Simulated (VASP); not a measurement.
# AlN (F-43m) in VASP: a series of runs, part 2 of 2

VASP 6.6.1.

### Step 3. Single point, revPBE+D4

This run uses another cell than the first one, of 10.21 Å³/atom, 1.021 times its volume.

INCAR

```
SYSTEM = AlN
  ALGO = Normal
  EDIFF = 1E-6
  ENCUT = 600
  GGA = RE
  GGA_COMPAT = .False.
  ISIF = 2
  ISMEAR = -1
  IVDW = 13
  LASPH = .True.
  LCHARG = .True.
  LELF = .True.
  LREAL = .False.
  LVHAR = .True.
  LWAVE = .False.
  NBANDS = 11
  NELM = 120
  PREC = Accurate
  SIGMA = 0.05
```

KPOINTS

```
k-points
0
Gamma
  10 10 10
  0 0 0
```

POSCAR

```
AlN
1.0
    0.0000000000      2.1693354430      2.1693354430
    2.1693354430      0.0000000000      2.1693354430
    2.1693354430      2.1693354430      0.0000000000
Al N
1 1
Direct
    0.0000000000      0.0000000000      0.0000000000
    0.2500000000      0.2500000000      0.2500000000
```

Potentials or basis: VASP PAW PBE potentials, release 64 (Al, N).

Command:

```sh
> cat potpaw_PBE.64/Al/POTCAR potpaw_PBE.64/N/POTCAR > POTCAR
> mpirun -np 1 vasp_std > vasp.out
```

OUTCAR:

```text
SYSTEM = AlN
   EDIFF = 1E-6
   ENCUT = 600
   GGA = RE
   ISIF = 2
   ISMEAR = -1
   IVDW = 13
   LASPH = .True.
   LREAL = .False.
   NELM = 120
   PREC = Accurate

 ion  position               nearest neighbor table
   1  0.000  0.000  0.000-   2 1.88   2 1.88   2 1.88   2 1.88
   2  0.250  0.250  0.250-   1 1.88   1 1.88   1 1.88   1 1.88

  LATTYP: Found a face centered cubic cell.
 ALAT       =     4.3386708860

  Lattice vectors:

 A1 = (   0.0000000000,   2.1693354430,   2.1693354430)
 A2 = (   2.1693354430,   0.0000000000,   2.1693354430)
 A3 = (   2.1693354430,   2.1693354430,   0.0000000000)

Analysis of symmetry for initial positions (statically):
=====================================================================
 Subroutine PRICEL returns:
 Original cell was already a primitive cell.

 Routine SETGRP: Setting up the symmetry group for a
 face centered cubic supercell.

 Subroutine GETGRP returns: Found 24 space group operations
 (whereof 24 operations were pure point group operations)
 out of a pool of 48 trial point group operations.

The static configuration has the point symmetry T_d .

Analysis of symmetry for dynamics (positions and initial velocities):
=====================================================================
 Subroutine PRICEL returns:
[... 174 lines left out ...]
      9      24.1099      0.00000
     10      24.1099      0.00000
     11      25.5891      0.00000
[... 309 lines left out ...]
 k-point    24 :       0.4000    0.3000    0.0000
  band No.  band energies     occupation
      1      -6.8385      2.00000
      2       2.0717      2.00000
      3       4.5343      2.00000
      4       4.8353      2.00000
      5      11.2397      0.00000
      6      15.9952      0.00000
      7      18.8272      0.00000
      8      21.1423      0.00000
      9      21.6746      0.00000
     10      27.8290      0.00000
     11      30.2078      0.00000

 [... further k-points ...]

------------------------ aborting loop because EDIFF is reached ----------------------------------------

  DFT-D4 for vdW energy calculation

  Edisp (eV):   -1.19963

  FORCE on cell =-STRESS in cart. coord.  units (eV):
  Direction    XX          YY          ZZ          XY          YZ          ZX
  --------------------------------------------------------------------------------------
  -------------------------------------------------------------------------------------
  Total       0.11712     0.11712     0.11712     0.00000     0.00000     0.00000
  in kB       9.19066     9.19066     9.19066     0.00000     0.00000     0.00000
  external pressure =        9.19 kB  Pullay stress =        0.00 kB

 VOLUME and BASIS-vectors are now :
 -----------------------------------------------------------------------------
  energy-cutoff  :      600.00
  volume of cell :       20.42
      direct lattice vectors                 reciprocal lattice vectors
     0.000000000  2.169335443  2.169335443    -0.230485332  0.230485332  0.230485332
     2.169335443  0.000000000  2.169335443     0.230485332 -0.230485332  0.230485332
     2.169335443  2.169335443  0.000000000     0.230485332  0.230485332 -0.230485332

 POSITION                                       TOTAL-FORCE (eV/Angst)
 -----------------------------------------------------------------------------------
      0.00000      0.00000      0.00000         0.000000     -0.000000      0.000000
      1.08467      1.08467      1.08467        -0.000000      0.000000     -0.000000
 -----------------------------------------------------------------------------------
    total drift:                                0.000000      0.000000      0.000000

  FREE ENERGIE OF THE ION-ELECTRON SYSTEM (eV)
  ---------------------------------------------------
  free  energy   TOTEN  =       -15.4062868335 eV

  energy  without entropy=      -15.4062868335  energy(sigma->0) =      -15.40628683
```

OSZICAR:

```text
N       E                     dE             d eps       ncg     rms          rms(c)
DAV:   1     0.149130555592E+02    0.14913E+02   -0.41248E+03  1050   0.683E+02
DAV:   2    -0.155607425113E+02   -0.30474E+02   -0.29609E+02  1222   0.158E+02
DAV:   3    -0.165685881419E+02   -0.10078E+01   -0.10063E+01  1281   0.274E+01
DAV:   4    -0.165740907270E+02   -0.55026E-02   -0.55022E-02  1199   0.212E+00
DAV:   5    -0.165741590274E+02   -0.68300E-04   -0.68299E-04  1244   0.231E-01    0.882E+00
DAV:   6    -0.142037774780E+02    0.23704E+01   -0.11419E+01  1269   0.180E+01    0.299E+00
DAV:   7    -0.142058111717E+02   -0.20337E-02   -0.19679E-01  1184   0.333E+00    0.218E+00
DAV:   8    -0.142080563751E+02   -0.22452E-02   -0.32403E-02  1139   0.174E+00    0.608E-01
DAV:   9    -0.142065751146E+02    0.14813E-02   -0.39938E-03  1226   0.394E-01    0.253E-01
DAV:  10    -0.142066375958E+02   -0.62481E-04   -0.63087E-04  1151   0.163E-01    0.273E-02
DAV:  11    -0.142066566319E+02   -0.19036E-04   -0.45385E-05  1190   0.465E-02    0.161E-02
DAV:  12    -0.142066569103E+02   -0.27848E-06   -0.10483E-06   884   0.768E-03
   1 F= -.15406287E+02 E0= -.15406287E+02  d E =-.153800E-10
```

It took 14 s on 1 thread of Intel Xeon Platinum 8488C (Sapphire Rapids), shared host; peak memory 0.15 GiB.

What came out:

| Item | Value |
| --- | --- |
| Free energy | -15.4063 eV |
| Pressure | 0.9 GPa |
| Band gap on the k mesh | 3.36 eV, indirect (least direct gap 4.40 eV) |
| Dispersion energy per atom | -0.600 eV |

Levels at points of the mesh, in eV from the valence-band top:
```tsv
k point	band 1	band 2	band 3	band 4	band 5	band 6	band 7	band 8	band 9
(0.00, 0.00, 0.00)	-15.13	0.00	0.00	0.00	4.40	12.85	12.85	12.85	17.86
(0.50, 0.00, 0.00)	-13.04	-5.92	-0.48	-0.48	7.63	10.05	11.33	11.33	18.37
(0.50, 0.50, 0.00)	-12.39	-4.94	-1.79	-1.79	3.36	8.82	14.34	16.08	16.08
```

Caveat: the PAW data sets were made with another functional, which shifts forces and pressure a little. A k mesh can miss the band edges.

### Step 4. Single point, revPBE+D4

This run uses another cell than the first one, of 10.42 Å³/atom, 1.042 times its volume.

INCAR

```
PREC = Accurate
ENCUT = 600
EDIFF = 1E-6
ISMEAR = -1
SIGMA = 0.05
LREAL = F
LASPH = T
NELM = 120
ALGO = Normal
ISIF = 2
LWAVE = F
LCHARG = F
GGA = RE
IVDW = 13
NBANDS = 11
GGA_COMPAT = F
```

KPOINTS

```
Automatic mesh
0
Gamma
  10 10 10
```

POSCAR

```
AlN
1.0
    0.0000000000      2.1839935596      2.1839935596
    2.1839935596      0.0000000000      2.1839935596
    2.1839935596      2.1839935596      0.0000000000
Al N
1 1
Direct
    0.0000000000      0.0000000000      0.0000000000
    0.2500000000      0.2500000000      0.2500000000
```

Command:

```sh
> cat potpaw_PBE.64/Al/POTCAR potpaw_PBE.64/N/POTCAR > POTCAR
> mpirun -np 1 vasp_std > vasp.out
```

It took 13 s on 1 thread of Intel Xeon Platinum 8488C (Sapphire Rapids), shared host; peak memory 0.15 GiB.

The run converged. Its results:

- Free energy: -15.4020 eV
- Pressure: -3.2 GPa
- Band gap on the k mesh: 3.35 eV, indirect (least direct gap 4.22 eV)
- Dispersion energy per atom: -0.585 eV

Levels at points of the mesh, in eV from the valence-band top:
| k point | band 1 | band 2 | band 3 | band 4 | band 5 | band 6 | band 7 | band 8 | band 9 |
| --- | --- | --- | --- | --- | --- | --- | --- | --- | --- |
| (0.00, 0.00, 0.00) | -15.01 | 0.00 | 0.00 | 0.00 | 4.22 | 12.64 | 12.64 | 12.64 | 17.70 |
| (0.50, 0.00, 0.00) | -12.98 | -5.83 | -0.48 | -0.48 | 7.45 | 9.91 | 11.20 | 11.20 | 18.10 |
| (0.50, 0.50, 0.00) | -12.36 | -4.88 | -1.76 | -1.76 | 3.35 | 8.70 | 14.06 | 15.83 | 15.83 |

Caveat: the PAW data sets were made with another functional, which shifts forces and pressure a little. A k mesh can miss the band edges.

### Step 5. Single point, revPBE+D4

This run uses another cell than the first one, of 10.63 Å³/atom, 1.062 times its volume.

INCAR

```
SYSTEM = AlN
  PREC = Accurate
  ENCUT = 600
  EDIFF = 1E-6
  ISMEAR = -1
  SIGMA = 0.05
  LREAL = .False.
  LASPH = .True.
  NELM = 120
  ALGO = Normal
  ISIF = 2
  LWAVE = .False.
  LCHARG = .False.
  GGA = RE
  IVDW = 13
  NBANDS = 11
  GGA_COMPAT = .False.
```

KPOINTS

```
Automatic mesh
0
Gamma
  10 10 10
  0 0 0
```

POSCAR

```
AlN
1.0
    0.0000000000      2.1984575146      2.1984575146
    2.1984575146      0.0000000000      2.1984575146
    2.1984575146      2.1984575146      0.0000000000
Al N
1 1
Direct
    0.0000000000      0.0000000000      0.0000000000
    0.2500000000      0.2500000000      0.2500000000
```

Command:

```sh
> cat potpaw_PBE.64/Al/POTCAR potpaw_PBE.64/N/POTCAR > POTCAR
> mpirun -np 1 vasp_std > vasp.out
```

It took 14 s on 1 thread of Intel Xeon Platinum 8488C (Sapphire Rapids), shared host; peak memory 0.15 GiB.

Results (log left out):

- Free energy: -15.3894 eV
- Pressure: -6.8 GPa
- Band gap on the k mesh: 3.34 eV, indirect (least direct gap 4.05 eV)
- Dispersion energy per atom: -0.573 eV

Levels at points of the mesh, in eV from the valence-band top:
```tsv
k point	band 2	band 3	band 4	band 5	band 6	band 7
(0.00, 0.00, 0.00)	0.00	0.00	0.00	4.05	12.45	12.45
(0.50, 0.00, 0.00)	-5.75	-0.47	-0.47	7.27	9.77	11.08
(0.50, 0.50, 0.00)	-4.82	-1.74	-1.74	3.34	8.58	13.79
```

Caveat: the PAW data sets were made with another functional, which shifts forces and pressure a little. A k mesh can miss the band edges.

### Step 6. Single point, PBE exchange alone

INCAR

```
SYSTEM = AlN
PREC     = Accurate       ! precision mode
ENCUT    = 600            ! plane-wave cutoff, eV
EDIFF    = 1E-6           ! SCF threshold, eV
ISMEAR   = -1             ! smearing method
SIGMA    = 0.05           ! smearing width, eV
LREAL    = .False.        ! projectors in reciprocal space
LASPH    = .True.         ! aspherical terms in the spheres
NELM     = 120            ! most SCF steps
ALGO     = Normal         ! electronic algorithm
ISIF     = 2              ! what is computed and relaxed
LWAVE    = .False.        ! write WAVECAR
LCHARG   = .False.        ! write CHGCAR
GGA      = PE             ! functional
ALDAC    = 0.0          
AGGAC    = 0.0          
NBANDS   = 11             ! bands
GGA_COMPAT= .False.
```

KPOINTS is that of step 5.

POSCAR

```
AlN
1.0
    0.0000000000      2.1544765148      2.1544765148
    2.1544765148      0.0000000000      2.1544765148
    2.1544765148      2.1544765148      0.0000000000
Al N
1 1
Direct
    0.0000000000      0.0000000000      0.0000000000
    0.2500000000      0.2500000000      0.2500000000
```

Potentials or basis: VASP PAW PBE potentials, release 64 (Al, N).

Command:

```sh
> cat potpaw_PBE.64/Al/POTCAR potpaw_PBE.64/N/POTCAR > POTCAR
> mpirun -np 1 vasp_std > vasp.out
```

OUTCAR:

```text
SYSTEM = AlN
   PREC = Accurate
   ENCUT = 600
   EDIFF = 1E-6
   ISMEAR = -1
   LREAL = .False.
   LASPH = .True.
   NELM = 120
   ISIF = 2
   GGA = PE

 ion  position               nearest neighbor table
   1  0.000  0.000  0.000-   2 1.87   2 1.87   2 1.87   2 1.87
   2  0.250  0.250  0.250-   1 1.87   1 1.87   1 1.87   1 1.87

  LATTYP: Found a face centered cubic cell.
 ALAT       =     4.3089530296

  Lattice vectors:

[... 521 lines left out ...]

------------------------ aborting loop because EDIFF is reached ----------------------------------------

  FORCE on cell =-STRESS in cart. coord.  units (eV):
  Direction    XX          YY          ZZ          XY          YZ          ZX
  --------------------------------------------------------------------------------------
  -------------------------------------------------------------------------------------
  Total        3.6720450      3.6720450      3.6720450      0.0000000     -0.0000000      0.0000000
  in kB      294.1462286    294.1462286    294.1462286      0.0000000     -0.0000000      0.0000000
  external PRESSURE =     294.1462286 kB  Pullay stress =       0.0000000 kB

 VOLUME and BASIS-vectors are now :
 -----------------------------------------------------------------------------
  energy-cutoff  :      600.00
  volume of cell :       20.00
      direct lattice vectors                 reciprocal lattice vectors
     0.000000000  2.154476515  2.154476515    -0.232074936  0.232074936  0.232074936
     2.154476515  0.000000000  2.154476515     0.232074936 -0.232074936  0.232074936
     2.154476515  2.154476515  0.000000000     0.232074936  0.232074936 -0.232074936

 POSITION                                       TOTAL-FORCE (eV/Angst)
 -----------------------------------------------------------------------------------
      0.00000      0.00000      0.00000        -0.000000     -0.000000     -0.000000
      1.07724      1.07724      1.07724         0.000000      0.000000      0.000000
 -----------------------------------------------------------------------------------
    total drift:                                0.000000      0.000000      0.000000

  FREE ENERGIE OF THE ION-ELECTRON SYSTEM (eV)
  ---------------------------------------------------
  free  energy   TOTEN  =       -11.8659530344 eV

  energy  without entropy=      -11.8659530344  energy(sigma->0) =      -11.86595303
```

stdout:

```text
POSCAR found type information on POSCAR AlN
 POSCAR found :  2 types and       2 ions
 scaLAPACK will be used
 LDA part: xc-table for (Slater+PW92), standard interpolation
 POSCAR, INCAR and KPOINTS ok, starting setup
 FFT: planning ... GRIDC
 FFT: planning ... GRID_SOFT
 FFT: planning ... GRID
 WAVECAR not read
 entering main loop
```

Run time: 7 s. Hardware: 1 thread of Intel Xeon Platinum 8488C (Sapphire Rapids), shared host; peak memory 0.13 GiB.

Results:

```
Free energy            : -11.8660 eV
Pressure               : 29.4 GPa
Band gap on the k mesh : 3.68 eV, indirect (least direct gap 4.88 eV)
```

Levels at points of the mesh, in eV from the valence-band top:
| k point | band 1 | band 2 | band 3 | band 4 | band 5 | band 6 | band 7 | band 8 |
| --- | --- | --- | --- | --- | --- | --- | --- | --- |
| (0.00, 0.00, 0.00) | -15.14 | 0.00 | 0.00 | 0.00 | 4.88 | 13.08 | 13.08 | 13.08 |
| (0.50, 0.00, 0.00) | -13.00 | -5.90 | -0.48 | -0.48 | 7.98 | 10.45 | 11.56 | 11.56 |
| (0.50, 0.50, 0.00) | -12.33 | -4.95 | -1.79 | -1.79 | 3.68 | 9.09 | 14.66 | 16.40 |

A k mesh can miss the band edges.

### Step 7. Overview

```csv
level,cell,gap on the mesh (eV),pressure (GPa)
revPBE+D4,"a = 3.047 Å, angles 60.0°, 2 atoms",3.37,5.4
revPBE+D4,"a = 3.068 Å, angles 60.0°, 2 atoms",3.36,0.9
revPBE+D4,"a = 3.089 Å, angles 60.0°, 2 atoms",3.35,-3.2
revPBE+D4,"a = 3.109 Å, angles 60.0°, 2 atoms",3.34,-6.8
PBE exchange alone,"a = 3.047 Å, angles 60.0°, 2 atoms",3.68,29.4
```

Alike in all rows: task single point; potentials or basis VASP PAW PBE potentials, release 64 (Al, N); no spin polarisation; k mesh 10 × 10 × 10; cutoff (eV) 600; smearing fermi-dirac 0.05 eV.

Caveats: the PAW data sets were made with another functional, which shifts forces and pressure a little (some runs).

Absolute energies hang on the potentials; compare differences alone.
